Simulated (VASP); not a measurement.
A run of VASP 6.6.1 is set up as follows.

File INCAR:

```
SYSTEM = C
  PREC = Accurate
  ENCUT = 520
  EDIFF = 1E-7
  ISMEAR = -1
  SIGMA = 0.05
  LREAL = .FALSE.
  LASPH = .TRUE.
  NELM = 60
  ALGO = Normal
  ISIF = 2
  LWAVE = .FALSE.
  LCHARG = .FALSE.
  GGA = CA
  NBANDS = 11
```

File KPOINTS:

```
regular mesh
0
G
  7 7 7
  0 0 0
```

Contents of POSCAR:

```
C
1.0
    0.0000000000      1.7833700000      1.7833700000
    1.7833700000      0.0000000000      1.7833700000
    1.7833700000      1.7833700000      0.0000000000
C
2
Direct
    0.7500000000      0.7500000000      0.7500000000
    0.5000000000      0.5000000000      0.5000000000
```

Potentials or basis: VASP PAW LDA potentials, release 64 (C).

Run with:

```bash
$ cat potpaw_LDA.64/C/POTCAR > POTCAR
$ mpirun -np 1 vasp_std > vasp.out
```

Problem. What does it give for the band gap on the k mesh?

Solution. 4.22 eV, indirect (least direct gap 5.54 eV).

Problem. Estimate the pressure.

Solution. -11.6 GPa.

Caveat: the k points lie up to 0.44 Å⁻¹ apart. A k mesh can miss the band edges.
